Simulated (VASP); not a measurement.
# GaN (P6_3mc) in VASP: notebook

GaN is run at these levels: PBE; tasks: single point.

Everything below comes from runs of VASP 6.6.1. Logs are shortened: lines on timing, memory, paths and dates and some standing lists are left out, and cuts for length are marked.

### Step 1. The cell of the first run

The structure is hexagonal, space group P6_3mc (No. 186). The conventional cell has a = 3.218 Å, b = 3.218 Å, c = 5.243 Å, α = 90.00°, β = 90.00°, γ = 120.00°. Within 2.6 Å of Ga (site symmetry 3m) lie 4 N at 1.97 to 1.98 Å. Within 2.6 Å of N (site symmetry 3m) lie 4 Ga at 1.97 to 1.98 Å.

### Step 2. Single point, PBE

INCAR reads:

```
SYSTEM = GaN
PREC = Accurate
ENCUT = 520
EDIFF = 1E-7
ISMEAR = 0
SIGMA = 0.01
LREAL = Auto
LASPH = .TRUE.
NELM = 60
ALGO = Normal
ISIF = 2
LWAVE = .FALSE.
LCHARG = .TRUE.
GGA = PE
LELF = .TRUE.
LVHAR = .TRUE.
NBANDS = 86
```

KPOINTS reads:

```
regular mesh
0
G
  1 1 1
  0 0 0
```

POSCAR reads:

```
GaN
1.0
    0.0000000000      0.0000000000     -5.2431684262
    6.4367416346      0.0000000001      0.0000000000
   -3.2183708173     -5.5743817732      0.0000000000
Ga N
8 8
Direct
    0.5008651352      0.1666666667      0.3333333333
    0.5008651352      0.6666666667      0.3333333333
    0.5008651352      0.1666666667      0.8333333333
    0.5008651352      0.6666666667      0.8333333333
    0.0008651352      0.8333333333      0.1666666667
    0.0008651352      0.3333333333      0.1666666667
    0.0008651352      0.8333333333      0.6666666667
    0.0008651352      0.3333333333      0.6666666667
    0.1241348648      0.1666666667      0.3333333333
    0.1241348648      0.6666666667      0.3333333333
    0.1241348648      0.1666666667      0.8333333333
    0.1241348648      0.6666666667      0.8333333333
    0.6241348648      0.8333333333      0.1666666667
    0.6241348648      0.3333333333      0.1666666667
    0.6241348648      0.8333333333      0.6666666667
    0.6241348648      0.3333333333      0.6666666667
```

Potentials or basis: VASP PAW PBE potentials, release 64 (Ga_d, N).

Run with:

```
> cat potpaw_PBE.64/Ga_d/POTCAR potpaw_PBE.64/N/POTCAR > POTCAR
> mpirun -np 1 vasp_gam > vasp.out
```

OUTCAR:

```text
SYSTEM = GaN
   PREC = Accurate
   ENCUT = 520
   EDIFF = 1E-7
   ISMEAR = 0
   LREAL = Auto
   LASPH = .TRUE.
   NELM = 60
   ISIF = 2
   GGA = PE

 ion  position               nearest neighbor table
   1  0.501  0.167  0.333-  14 1.97  13 1.97  16 1.97   9 1.98
   2  0.501  0.667  0.333-  13 1.97  14 1.97  15 1.97  10 1.98
   3  0.501  0.167  0.833-  16 1.97  15 1.97  14 1.97  11 1.98
   4  0.501  0.667  0.833-  15 1.97  16 1.97  13 1.97  12 1.98
   5  0.001  0.833  0.167-  10 1.97   9 1.97  12 1.97  13 1.98
   6  0.001  0.333  0.167-   9 1.97  10 1.97  11 1.97  14 1.98
[... 8 lines left out ...]
  15  0.624  0.833  0.667-   4 1.97   3 1.97   2 1.97   7 1.98
  16  0.624  0.333  0.667-   3 1.97   4 1.97   1 1.97   8 1.98

  LATTYP: Found a hexagonal cell.
 ALAT       =     6.4367416346
 C/A-ratio  =     0.8145687250

  Lattice vectors:

 A1 = (   6.4367416346,   0.0000000001,   0.0000000000)
 A2 = (  -3.2183708173,  -5.5743817732,   0.0000000000)
 A3 = (   0.0000000000,   0.0000000000,  -5.2431684262)

Analysis of symmetry for initial positions (statically):
=====================================================================
 Subroutine PRICEL returns following result:

  LATTYP: Found a hexagonal cell.
 ALAT       =     3.2183708173
 C/A-ratio  =     1.6291374499

  Lattice vectors:

 A1 = (   3.2183708173,   0.0000000001,   0.0000000000)
 A2 = (  -1.6091854087,  -2.7871908866,   0.0000000000)
 A3 = (   0.0000000000,   0.0000000000,  -5.2431684262)

   4 primitive cells build up your supercell.

 Routine SETGRP: Setting up the symmetry group for a
 hexagonal supercell.

 Subroutine GETGRP returns: Found 12 space group operations
 (whereof  6 operations were pure point group operations)
 out of a pool of 24 trial point group operations.

The static configuration has the point symmetry C_3v.
 The point group associated with its full space group is C_6v.

Analysis of symmetry for dynamics (positions and initial velocities):
=====================================================================
 Subroutine PRICEL returns following result:

  LATTYP: Found a hexagonal cell.
 ALAT       =     3.2183708173
 C/A-ratio  =     1.6291374499

  Lattice vectors:

 A1 = (   3.2183708173,   0.0000000001,   0.0000000000)
 A2 = (  -1.6091854087,  -2.7871908866,   0.0000000000)
 A3 = (   0.0000000000,   0.0000000000,  -5.2431684262)

   4 primitive cells build up your supercell.

 Routine SETGRP: Setting up the symmetry group for a
 hexagonal supercell.

 Subroutine GETGRP returns: Found 12 space group operations
 (whereof  6 operations were pure point group operations)
 out of a pool of 24 trial point group operations.

The dynamic configuration has the point symmetry C_3v.
 The point group associated with its full space group is C_6v.

 Subroutine INISYM returns: Found 12 space group operations
 (whereof  6 operations are pure point group operations),
 and found     4 'primitive' translations

----------------------------------------------------------------------------------------

                                     Primitive cell

  volume of cell :      47.0323

  direct lattice vectors                    reciprocal lattice vectors
     3.218370817  0.000000000  0.000000000     0.310716215 -0.179392091  0.000000000
    -1.609185409 -2.787190887  0.000000000     0.000000000 -0.358784181  0.000000000
     0.000000000  0.000000000 -5.243168426     0.000000000  0.000000000 -0.190724371

  length of vectors
     3.218370817  3.218370817  5.243168426     0.358784181  0.358784181  0.190724371

  position of ions in fractional coordinates (direct lattice)
     0.333333333  0.666666667  0.500865135
     0.666666667  0.333333333  0.000865135
     0.333333333  0.666666667  0.124134865
     0.666666667  0.333333333  0.624134865

  ion indices of the primitive-cell ions
   primitive index   ion index
                 1           1
                 2           6
                 3           9
                 4          14

----------------------------------------------------------------------------------------

 KPOINTS: regular mesh

Automatic generation of k-mesh.
 Grid dimensions read from file:
 generate k-points for:    1    1    1

 Generating k-lattice:

  Cartesian coordinates                     Fractional coordinates (reciprocal lattice)
     0.000000000  0.000000000 -0.190724371     1.000000000  0.000000000  0.000000000
     0.155358108 -0.089696045  0.000000000     0.000000000  1.000000000  0.000000000
     0.000000000 -0.179392091  0.000000000     0.000000000  0.000000000  1.000000000

  Length of vectors
     0.190724371  0.179392091  0.179392091

  Shift w.r.t. Gamma in fractional coordinates (k-lattice)
     0.000000000  0.000000000  0.000000000

 Subroutine IBZKPT returns following result:
 ===========================================

 Found      1 irreducible k-points:

 Following reciprocal coordinates:
            Coordinates               Weight
  0.000000  0.000000  0.000000      1.000000
   k-points           NKPTS =      1   k-points in BZ     NKDIM =      1   number of bands    NBANDS=     86
   number of dos      NEDOS =    301   number of ions     NIONS =     16
   total plane-waves  NPLWV =  92160
   dimension x,y,z NGX =    40 NGY =   48 NGZ =   48
   dimension x,y,z NGXF=    80 NGYF=   96 NGZF=   96
   ions per type =               8   8
   NGX,Y,Z   is equivalent  to a cutoff of  12.68, 12.40, 12.40 a.u.
   NGXF,Y,Z  is equivalent  to a cutoff of  25.37, 24.79, 24.79 a.u.
 SYSTEM =  GaN
   PREC   = accura    normal or accurate (medium, high low for compatibility)
   ISTART =      0    job   : 0-new  1-cont  2-samecut
   ICHARG =      2    charge: 1-file 2-atom 10-const
   ISPIN  =      1    spin polarized calculation?
   LNONCOLLINEAR =      F non collinear calculations
   LSORBIT =      F    spin-orbit coupling
   LASPH  =      T    aspherical Exc in radial PAW
   ENCUT  =  520.0 eV  38.22 Ry    6.18 a.u.   9.75 11.97 11.97*2*pi/ulx,y,z
   NELM   =     60;   NELMIN=  2; NELMDL= -5     # of ELM steps
   EDIFF  = 0.1E-06   stopping-criterion for ELM
   LREAL  =      T    real-space projection
   EDIFFG = 0.1E-05   stopping-criterion for IOM
   NSW    =      0    number of steps for IOM
   IBRION =     -1    ionic relax: 0-MD 1-quasi-New 2-CG
   NFREE  =      0    steps in history (QN), initial steepest desc. (CG)
   ISIF   =      2    stress and relaxation
   ISYM   =      2    0-nonsym 1-usesym 2-fastsym
   POTIM  = 0.5000    time-step for ionic-motion
   TEBEG  =    0.0;   TEEND  =   0.0 temperature during run
   PSTRESS=    0.0 pullay stress
   NELECT =     144.0000    total number of electrons
   NUPDOWN=      -1.0000    fix difference up-down
   EMIN   =  10.00;   EMAX   =-10.00  energy-range for DOS
   EFERMI =   0.00;   METHOD = LEGACY
   ISMEAR =     0;   SIGMA  =   0.01  broadening in eV -4-tet -1-fermi 0-gaus
   EFERMI_NEDOS =   21; number of points for ismear=-14 and -15
   IALGO  =     38    algorithm
   IMIX   =      4    mixing-type and parameters
     AMIX     =   0.40;   BMIX     =  1.00
     AMIX_MAG =   1.60;   BMIX_MAG =  1.00
  volume/ion in A,a.u.               =      11.76        79.35
  Fermi-wavevector in a.u.,A,eV,Ry     =   1.497534  2.829930 30.512550  2.242609
  Thomas-Fermi vector in A             =   2.609410
   LORBIT       =      0    0 simple, 1 ext, 2 COOP (PROOUT), +10 PAW based schemes
   GGA     = PE    functional components
   LHFCALC =     F    Hartree Fock is set to
   AEXX    =    0.0000 exact exchange contribution
   IVDW    =     0    specifies the selected vdW correction
   LEPSILON=     F    determine dielectric tensor
   LRPA    =     F    only Hartree local field effects (RPA)
 non-spin polarized calculation
 Gauss-broadening in eV      SIGMA  =   0.01
  energy-cutoff  :      520.00
  volume of cell :      188.13
 maximum number of plane-waves:      2521
 NGX is ok and might be reduce to    40
   NGX = 19   NGY = 23   NGZ = 23

 number of electron     143.9999831 magnetization

 Free energy of the ion-electron system (eV)
  ---------------------------------------------------
  ext. energy  EPLUGINS =         0.00000000
  ---------------------------------------------------
  free energy    TOTEN  =       -92.39672950 eV

  energy without entropy =      -92.39672950  energy(sigma->0) =      -92.39672950

 E-fermi :   5.3291     XC(G=0): -11.4641

 val. band max:        5.2450218032   @ k =   0.0000   0.0000   0.0000
 cond. band min:       6.8603677413   @ k =   0.0000   0.0000   0.0000
 fundamental gap:      1.6153459381
 Fermi energy:         5.3291478507

 k-point     1 :       0.0000    0.0000    0.0000
  band No.  band energies     occupation
      1     -10.5607      2.00000
      2      -9.8134      2.00000
      3      -9.8082      2.00000
      4      -9.8082      2.00000
      5      -9.8082      2.00000
      6      -9.6827      2.00000
[... 76 lines left out ...]
     83      11.0917      0.00000
     84      13.5526      0.00000
 [bands above 84 left out]

------------------------ aborting loop because EDIFF is reached ----------------------------------------

  FORCE on cell =-STRESS in cart. coord.  units (eV):
  Direction    XX          YY          ZZ          XY          YZ          ZX
  --------------------------------------------------------------------------------------
  -------------------------------------------------------------------------------------
  Total        6.1625969      6.1625969    -16.5168830      0.0000000     -0.0000000      0.0000000
  in kB       52.4828909     52.4828909   -140.6637141      0.0000000     -0.0000000      0.0000000
  external PRESSURE =     -11.8993108 kB  Pullay stress =       0.0000000 kB

 VOLUME and BASIS-vectors are now :
 -----------------------------------------------------------------------------
  energy-cutoff  :      520.00
  volume of cell :      188.13
      direct lattice vectors                 reciprocal lattice vectors
     0.000000000  0.000000000 -5.243168426     0.000000000  0.000000000 -0.190724371
     6.436741635  0.000000000  0.000000000     0.155358108 -0.089696045  0.000000000
    -3.218370817 -5.574381773  0.000000000     0.000000000 -0.179392091  0.000000000

 POSITION                                       TOTAL-FORCE (eV/Angst)
 -----------------------------------------------------------------------------------
      0.00000     -1.85813     -2.62612        -0.000000     -0.000000      0.026553
      3.21837     -1.85813     -2.62612        -0.000000     -0.000000      0.026553
     -1.60919     -4.64532     -2.62612         0.000000     -0.000000      0.026553
      1.60919     -4.64532     -2.62612        -0.000000     -0.000000      0.026553
      4.82756     -0.92906     -0.00454         0.000000      0.000000      0.026553
      1.60919     -0.92906     -0.00454        -0.000000      0.000000      0.026553
[... 8 lines left out ...]
      3.21837     -3.71625     -3.27244        -0.000000      0.000000     -0.026553
     -0.00000     -3.71625     -3.27244        -0.000000      0.000000     -0.026553
 -----------------------------------------------------------------------------------
    total drift:                               -0.000021     -0.000041      0.006297

  FREE ENERGIE OF THE ION-ELECTRON SYSTEM (eV)
  ---------------------------------------------------
  free  energy   TOTEN  =       -92.3967294952 eV

  energy  without entropy=      -92.3967294952  energy(sigma->0) =      -92.39672950
```

Run time: 61 s. Hardware: 1 thread of Intel Xeon Platinum 8259CL at 2.50GHz (Skylake/Cascade Lake), shared host; peak memory 0.27 GiB.

Results:

| Quantity | Value |
| --- | --- |
| Free energy | -92.3967 eV |
| Pressure | -1.2 GPa |
| Largest force | 0.027 eV/Å |
| Band gap on the k mesh | 1.62 eV |

Forces in eV/Å, atoms in the order of the input:
```
Ga   0.000  0.000  0.027
Ga   0.000  0.000  0.027
Ga   0.000  0.000  0.027
Ga   0.000  0.000  0.027
Ga   0.000  0.000  0.027
Ga   0.000  0.000  0.027
Ga   0.000  0.000  0.027
Ga   0.000  0.000  0.027
N    0.000  0.000 -0.027
N    0.000  0.000 -0.027
N    0.000  0.000 -0.027
N    0.000  0.000 -0.027
N    0.000  0.000 -0.027
N    0.000  0.000 -0.027
N    0.000  0.000 -0.027
N    0.000  0.000 -0.027
```

Stress tensor (GPa, compression positive):
```
  5.25   0.00   0.00
  0.00   5.25   0.00
  0.00   0.00 -14.07
```

Caveat: the k points lie up to 1.20 Å⁻¹ apart.

### Step 3. Single point, PBE (biaxial strain in the a-b plane: +4.0 %)

INCAR reads:

```
PREC     = Accurate       # precision mode
ENCUT    = 520            # plane-wave cutoff, eV
EDIFF    = 1E-6           # SCF threshold, eV
ISMEAR   = 0              # smearing method
SIGMA    = 0.02           # smearing width, eV
LREAL    = F              # projectors in reciprocal space
LASPH    = T              # aspherical terms in the spheres
NELM     = 60             # most SCF steps
ALGO     = Normal         # electronic algorithm
ISIF     = 2              # what is computed and relaxed
LWAVE    = F              # write WAVECAR
LCHARG   = F              # write CHGCAR
GGA      = PE             # functional
NBANDS   = 26             # bands
```

KPOINTS reads:

```
Automatic mesh
0
Gamma
  12 12 6
```

POSCAR reads:

```
GaN
1.0
    3.3471056504      0.0000000000      0.0000000000
   -1.6735528252      2.8986785224      0.0000000000
    0.0000000000      0.0000000000      5.1173323781
Ga N
2 2
Direct
    0.6666666667      0.3333333333      0.4970035230
    0.3333333333      0.6666666667      0.9970035230
    0.6666666667      0.3333333333      0.8779964770
    0.3333333333      0.6666666667      0.3779964770
```

Potentials or basis: VASP PAW PBE potentials, release 64 (Ga_d, N).

Run with:

```
> cat potpaw_PBE.64/Ga_d/POTCAR potpaw_PBE.64/N/POTCAR > POTCAR
> mpirun -np 1 vasp_std > vasp.out
```

Run time: 50 s. Hardware: 1 thread of AMD EPYC 9R45 (Zen 5), shared host; peak memory 0.19 GiB.

It converged, with:

```
Free energy            : -24.1513 eV
Pressure               : -7.5 GPa
Largest force          : 0.272 eV/Å
Band gap on the k mesh : 1.28 eV, direct
```

Forces in eV/Å, atoms in the order of the input:
```
Ga   0.000  0.000 -0.272
Ga   0.000  0.000 -0.272
N    0.000  0.000  0.272
N    0.000  0.000  0.272
```

Stress tensor (GPa, compression positive):
```
-13.33   0.00   0.00
  0.00 -13.33   0.00
  0.00   0.00   4.05
```

Levels at points of the mesh, in eV from the valence-band top:
| k point | band 15 | band 16 | band 17 | band 18 | band 19 | band 20 | band 21 | band 22 |
| --- | --- | --- | --- | --- | --- | --- | --- | --- |
| (0.00, 0.00, 0.00) | -1.29 | -0.16 | -0.16 | 0.00 | 1.28 | 3.04 | 8.83 | 8.83 |
| (0.50, 0.00, 0.00) | -3.95 | -2.79 | -2.06 | -0.94 | 4.30 | 4.93 | 6.21 | 7.93 |
| (0.00, 0.00, 0.50) | -0.74 | -0.74 | -0.74 | -0.74 | 3.44 | 3.44 | 8.24 | 8.24 |
| (0.50, 0.00, 0.50) | -1.95 | -1.95 | -1.59 | -1.59 | 4.14 | 4.14 | 7.27 | 7.27 |

Caveat: the cell differs from its parent crystal (biaxial strain in the a-b plane: +4.0 %).
